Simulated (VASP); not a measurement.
# Sb2S3 (Pnma) in VASP: electric field gradients with r2SCAN

Aim: the electric field gradients of Sb2S3 with r2SCAN.

Everything below comes from runs of VASP 6.6.1. Logs are shortened: lines on timing, memory, paths and dates and some standing lists are left out, and cuts for length are marked.

### Step 1. The cell of the first run

It takes space group Pnma (No. 62, orthorhombic). Conventional cell: a = 11.311 Å, b = 3.839 Å, c = 11.223 Å, α = 90.00°, β = 90.00°, γ = 90.00°. Within 3.4 Å of Sb (site symmetry m) lie 6 S at 2.55 to 3.14 Å. Sb (site symmetry m) has 7 S at 2.49 to 3.35 Å within 3.4 Å. S (site symmetry m) has 4 Sb at 2.55 to 3.60 Å and 5 S at 3.38 to 3.58 Å within 3.6 Å. Within 3.3 Å of S (site symmetry m) lie 5 Sb at 2.49 to 3.09 Å. Within 3.9 Å of S (site symmetry m) lie 5 Sb at 2.57 to 3.35 Å and 8 S at 3.38 to 3.84 Å.

### Step 2. Electric field gradients, r2SCAN

The input, POSCAR:

```
Sb2S3
1.0
   11.3110000000      0.0000000000      0.0000000000
    0.0000000000      3.8389000000      0.0000000000
    0.0000000000      0.0000000000     11.2230000000
Sb S
8 12
Direct
    0.4733824857      0.2500000000      0.3251308966
    0.0266175143      0.7500000000      0.8251308966
    0.9733824857      0.2500000000      0.1748691034
    0.5266175143      0.7500000000      0.6748691034
    0.3490523392      0.7500000000      0.0342844425
    0.1509476608      0.2500000000      0.5342844425
    0.8490523392      0.7500000000      0.4657155575
    0.6509476608      0.2500000000      0.9657155575
    0.2910903306      0.2500000000      0.1907159009
    0.2089096694      0.7500000000      0.6907159009
    0.7910903306      0.2500000000      0.3092840991
    0.7089096694      0.7500000000      0.8092840991
    0.5505038886      0.7500000000      0.1244055151
    0.9494961114      0.2500000000      0.6244055151
    0.0505038886      0.7500000000      0.3755944849
    0.4494961114      0.2500000000      0.8755944849
    0.3755146227      0.7500000000      0.4403470439
    0.1244853773      0.2500000000      0.9403470439
    0.8755146227      0.7500000000      0.0596529561
    0.6244853773      0.2500000000      0.5596529561
```

The input, INCAR.step1:

```
SYSTEM = Sb2S3
PREC     = Accurate       ! precision mode
ENCUT    = 440            ! plane-wave cutoff, eV
ISMEAR   = -1             ! smearing method
SIGMA    = 0.02           ! smearing width, eV
LREAL    = .False.        ! projectors in reciprocal space
LASPH    = .True.         ! aspherical terms in the spheres
NELM     = 120            ! most SCF steps
NBANDS   = 72             ! bands
GGA      = PE             ! functional
ALGO     = Normal         ! electronic algorithm
EDIFF    = 1E-5           ! SCF threshold, eV
LWAVE    = .True.         ! write WAVECAR
LCHARG   = .False.        ! write CHGCAR
GGA_COMPAT= .False.
```

The input, INCAR.step2:

```
SYSTEM = Sb2S3
PREC     = Accurate       ! precision mode
ENCUT    = 440            ! plane-wave cutoff, eV
EDIFF    = 1E-7           ! SCF threshold, eV
ISMEAR   = -1             ! smearing method
SIGMA    = 0.02           ! smearing width, eV
LREAL    = .False.        ! projectors in reciprocal space
LASPH    = .True.         ! aspherical terms in the spheres
NELM     = 120            ! most SCF steps
ALGO     = Normal         ! electronic algorithm
ISIF     = 2              ! what is computed and relaxed
LWAVE    = .False.        ! write WAVECAR
LCHARG   = .False.        ! write CHGCAR
METAGGA  = R2SCAN         ! meta-GGA
LMIXTAU  = .True.       
LEFG     = .True.       
NBANDS   = 72             ! bands
ISTART   = 1            
GGA_COMPAT= .False.
```

The input, KPOINTS:

```
Automatic mesh
0
Gamma
  3 7 3
  0 0 0
```

Potentials or basis: VASP PAW PBE potentials, release 64 (Sb, S).

Launch:

```
$ cat potpaw_PBE.64/Sb/POTCAR potpaw_PBE.64/S/POTCAR > POTCAR
$ cp INCAR.step1 INCAR
$ mpirun -np 1 vasp_std > vasp.out
$ cp INCAR.step2 INCAR
$ mpirun -np 1 vasp_std > vasp.out
```

OUTCAR:

```text
SYSTEM = Sb2S3
   PREC = Accurate
   ENCUT = 440
   EDIFF = 1E-7
   ISMEAR = -1
   LREAL = .False.
   LASPH = .True.
   NELM = 120
   ISIF = 2
   METAGGA = R2SCAN
   ISTART = 1

 ion  position               nearest neighbor table
   1  0.473  0.250  0.325-   9 2.55  17 2.57  17 2.57  13 3.09  13 3.09  20 3.14
   2  0.027  0.750  0.825-  10 2.55  18 2.57  18 2.57  14 3.09  14 3.09  19 3.14
   3  0.973  0.250  0.175-  11 2.55  19 2.57  19 2.57  15 3.09  15 3.09  18 3.14
   4  0.527  0.750  0.675-  12 2.55  20 2.57  20 2.57  16 3.09  16 3.09  17 3.14
   5  0.349  0.750  0.034-  13 2.49   9 2.68   9 2.68  16 2.85  16 2.85
   6  0.151  0.250  0.534-  14 2.49  10 2.68  10 2.68  15 2.85  15 2.85
   7  0.849  0.750  0.466-  15 2.49  11 2.68  11 2.68  14 2.85  14 2.85
   8  0.651  0.250  0.966-  16 2.49  12 2.68  12 2.68  13 2.85  13 2.85
   9  0.291  0.250  0.191-   1 2.55   5 2.68   5 2.68
  10  0.209  0.750  0.691-   2 2.55   6 2.68   6 2.68
  11  0.791  0.250  0.309-   3 2.55   7 2.68   7 2.68
  12  0.709  0.750  0.809-   4 2.55   8 2.68   8 2.68
  13  0.551  0.750  0.124-   5 2.49   8 2.85   8 2.85   1 3.09   1 3.09
  14  0.949  0.250  0.624-   6 2.49   7 2.85   7 2.85   2 3.09   2 3.09
  15  0.051  0.750  0.376-   7 2.49   6 2.85   6 2.85   3 3.09   3 3.09
  16  0.449  0.250  0.876-   8 2.49   5 2.85   5 2.85   4 3.09   4 3.09
  17  0.376  0.750  0.440-   1 2.57   1 2.57   4 3.14
  18  0.124  0.250  0.940-   2 2.57   2 2.57   3 3.14
  19  0.876  0.750  0.060-   3 2.57   3 2.57   2 3.14
  20  0.624  0.250  0.560-   4 2.57   4 2.57   1 3.14

  LATTYP: Found a simple orthorhombic cell.
 ALAT       =     3.8389000000
 B/A-ratio  =     2.9234937091
 C/A-ratio  =     2.9464169424

  Lattice vectors:

 A1 = (   0.0000000000,   3.8389000000,   0.0000000000)
 A2 = (   0.0000000000,   0.0000000000,  11.2230000000)
 A3 = (  11.3110000000,   0.0000000000,   0.0000000000)

Analysis of symmetry for initial positions (statically):
=====================================================================
 Subroutine PRICEL returns:
 Original cell was already a primitive cell.

 Routine SETGRP: Setting up the symmetry group for a
 simple orthorhombic supercell.

[... 1340 lines left out ...]

  FORCE on cell =-STRESS in cart. coord.  units (eV):
  Direction    XX          YY          ZZ          XY          YZ          ZX
  --------------------------------------------------------------------------------------
  -------------------------------------------------------------------------------------
  Total        0.9319450      1.0224693     -0.5285846      0.0000000      0.0000000      0.0000000
  in kB        3.0639673      3.3615851     -1.7378342      0.0000000      0.0000000      0.0000000
  external PRESSURE =       1.5625727 kB  Pullay stress =       0.0000000 kB

 VOLUME and BASIS-vectors are now :
 -----------------------------------------------------------------------------
  energy-cutoff  :      440.00
  volume of cell :      487.32
      direct lattice vectors                 reciprocal lattice vectors
    11.311000000  0.000000000  0.000000000     0.088409513  0.000000000  0.000000000
     0.000000000  3.838900000  0.000000000     0.000000000  0.260491287  0.000000000
     0.000000000  0.000000000 11.223000000     0.000000000  0.000000000  0.089102735

 POSITION                                       TOTAL-FORCE (eV/Angst)
 -----------------------------------------------------------------------------------
      5.35443      0.95973      3.64894        -0.267292     -0.000000      0.091133
      0.30107      2.87918      9.26044         0.267292     -0.000000      0.091133
     11.00993      0.95973      1.96256        -0.267292      0.000000     -0.091133
      5.95657      2.87918      7.57406         0.267292     -0.000000     -0.091133
      3.94813      2.87918      0.38477         0.177157     -0.000000      0.120899
      1.70737      0.95973      5.99627        -0.177157      0.000000      0.120899
[... 12 lines left out ...]
      9.90295      2.87918      0.66949         0.152363     -0.000000      0.191356
      7.06355      0.95973      6.28099        -0.152363     -0.000000      0.191356
 -----------------------------------------------------------------------------------
    total drift:                               -0.000000      0.000000      0.000000

  FREE ENERGIE OF THE ION-ELECTRON SYSTEM (eV)
  ---------------------------------------------------
  free  energy   TOTEN  =      -307.6097758636 eV

  energy  without entropy=     -307.6097758636  energy(sigma->0) =     -307.60977586

 Electric field gradients (V/A^2)
---------------------------------------------------------------------
 ion       V_xx      V_yy      V_zz      V_xy      V_xz      V_yz
---------------------------------------------------------------------
   1    -147.141    41.381   105.760     0.000    35.194    -0.000
   2    -147.141    41.381   105.760    -0.000   -35.194     0.000
   3    -147.141    41.381   105.760    -0.000   -35.194     0.000
   4    -147.141    41.381   105.760     0.000    35.194     0.000
   5     -82.806    88.045    -5.239    -0.000  -136.795     0.000
   6     -82.806    88.045    -5.239     0.000   136.795     0.000
[... 12 lines left out ...]
  19     -61.392    87.067   -25.675    -0.000    84.385    -0.000
  20     -61.392    87.067   -25.675     0.000   -84.385     0.000
---------------------------------------------------------------------

 Electric field gradients after diagonalization (V/A^2)
 (convention: |V_zz| > |V_xx| > |V_yy|)
----------------------------------------------------------------------
 ion       V_xx      V_yy      V_zz     asymmetry (V_yy - V_xx)/ V_zz
----------------------------------------------------------------------
   1     110.566    41.381  -151.947       0.455
   2     110.566    41.381  -151.947       0.455
   3     110.566    41.381  -151.947       0.455
   4     110.566    41.381  -151.947       0.455
   5      98.165    88.045  -186.209       0.054
   6      98.165    88.045  -186.209       0.054
[... 12 lines left out ...]
  19      87.067    42.721  -129.788       0.342
  20      87.067    42.721  -129.788       0.342
----------------------------------------------------------------------

           NMR quadrupolar parameters

 Cq : quadrupolar parameter    Cq=e*Q*V_zz/h
 eta: asymmetry parameters     (V_yy - V_xx)/ V_zz
 Q  : nuclear electric quadrupole moment in mb (millibarn)
----------------------------------------------------------------------
 ion       Cq(MHz)       eta       Q (mb)
----------------------------------------------------------------------
   1      -0.367       0.455       1.000
   2      -0.367       0.455       1.000
   3      -0.367       0.455       1.000
   4      -0.367       0.455       1.000
   5      -0.450       0.054       1.000
   6      -0.450       0.054       1.000
[... 12 lines left out ...]
  19      -0.314       0.342       1.000
  20      -0.314       0.342       1.000
----------------------------------------------------------------------
```

OSZICAR.step1:

```text
N       E                     dE             d eps       ncg     rms          rms(c)
DAV:   1     0.653716785417E+03    0.65372E+03   -0.38981E+04  2304   0.114E+03
DAV:   2    -0.144761404180E+02   -0.66819E+03   -0.63926E+03  2816   0.213E+02
DAV:   3    -0.894132970572E+02   -0.74937E+02   -0.73476E+02  2808   0.779E+01
DAV:   4    -0.917581806364E+02   -0.23449E+01   -0.23183E+01  2912   0.148E+01
DAV:   5    -0.918552739070E+02   -0.97093E-01   -0.96930E-01  2952   0.289E+00    0.204E+01
DAV:   6    -0.875586056654E+02    0.42967E+01   -0.10375E+01  2600   0.842E+00    0.151E+01
DAV:   7    -0.876146987504E+02   -0.56093E-01   -0.26171E+00  2976   0.392E+00    0.540E+00
DAV:   8    -0.875923322646E+02    0.22366E-01   -0.21449E-01  2752   0.141E+00    0.183E+00
DAV:   9    -0.875955855528E+02   -0.32533E-02   -0.29387E-02  2808   0.641E-01    0.432E-01
DAV:  10    -0.875960260016E+02   -0.44045E-03   -0.35078E-03  2720   0.193E-01    0.188E-01
DAV:  11    -0.875964796050E+02   -0.45360E-03   -0.59933E-04  2824   0.875E-02    0.861E-02
DAV:  12    -0.875965934727E+02   -0.11387E-03   -0.10784E-04  2712   0.336E-02    0.342E-02
DAV:  13    -0.875966631101E+02   -0.69637E-04   -0.72220E-05  2504   0.268E-02    0.146E-02
DAV:  14    -0.875966703455E+02   -0.72354E-05   -0.66504E-06  1816   0.843E-03
   1 F= -.87596670E+02 E0= -.87596670E+02  d E =-.116034E-10
```

Run time: 19 min. Hardware: 1 thread of AMD EPYC 9R45 (Zen 5), shared host; peak memory 0.6 GiB.

Results:

| Item | Value |
| --- | --- |
| Free energy | -307.6098 eV |
| Pressure | 0.2 GPa |
| Largest force | 0.282 eV/Å |
| Band gap on the k mesh | 1.46 eV (least direct gap 1.48 eV) |
| Largest electric field gradient by atom | Sb -151.9, -186.2 (each value once); S +47.1, +65.9, -129.8 (each value once) V/Å² |

Forces on the atoms (eV/Å):
```
Sb  -0.267  0.000  0.091
Sb   0.267  0.000  0.091
Sb  -0.267  0.000 -0.091
Sb   0.267  0.000 -0.091
Sb   0.177  0.000  0.121
Sb  -0.177  0.000  0.121
Sb   0.177  0.000 -0.121
Sb  -0.177  0.000 -0.121
S    0.211  0.000  0.014
S   -0.211  0.000  0.014
S    0.211  0.000 -0.014
S   -0.211  0.000 -0.014
S   -0.152  0.000 -0.164
S    0.152  0.000 -0.164
S   -0.152  0.000  0.164
S    0.152  0.000  0.164
S    0.152  0.000 -0.191
S   -0.152  0.000 -0.191
S    0.152  0.000  0.191
S   -0.152  0.000  0.191
```

Stress tensor (GPa, compression positive):
```
 0.31  0.00  0.00
 0.00  0.34  0.00
 0.00  0.00 -0.17
```

Electric field gradients, principal values (V/Å²):
| atom | least | middle | greatest (by size) |
| --- | --- | --- | --- |
| 1 Sb | 41.381 | 110.566 | -151.947 |
| 2 Sb | 41.381 | 110.566 | -151.947 |
| 3 Sb | 41.381 | 110.566 | -151.947 |
| 4 Sb | 41.381 | 110.566 | -151.947 |
| 5 Sb | 88.045 | 98.165 | -186.209 |
| 6 Sb | 88.045 | 98.165 | -186.209 |
| 7 Sb | 88.045 | 98.165 | -186.209 |
| 8 Sb | 88.045 | 98.165 | -186.209 |
| 9 S | -3.979 | -43.097 | 47.076 |
| 10 S | -3.979 | -43.097 | 47.076 |
| 11 S | -3.979 | -43.097 | 47.076 |
| 12 S | -3.979 | -43.097 | 47.076 |
| 13 S | -7.739 | -58.163 | 65.902 |
| 14 S | -7.739 | -58.163 | 65.902 |
| 15 S | -7.739 | -58.163 | 65.902 |
| 16 S | -7.739 | -58.163 | 65.902 |
| 17 S | 42.721 | 87.067 | -129.788 |
| 18 S | 42.721 | 87.067 | -129.788 |
| 19 S | 42.721 | 87.067 | -129.788 |
| 20 S | 42.721 | 87.067 | -129.788 |

Caveat: without QUAD_EFG the Cq values of the log hold for a quadrupole moment of 1 mb, not for the nuclei; the PAW data sets were made with another functional, which shifts forces and pressure a little; spin-orbit coupling is left out, which moves the levels of the heavy elements. A k mesh can miss the band edges.
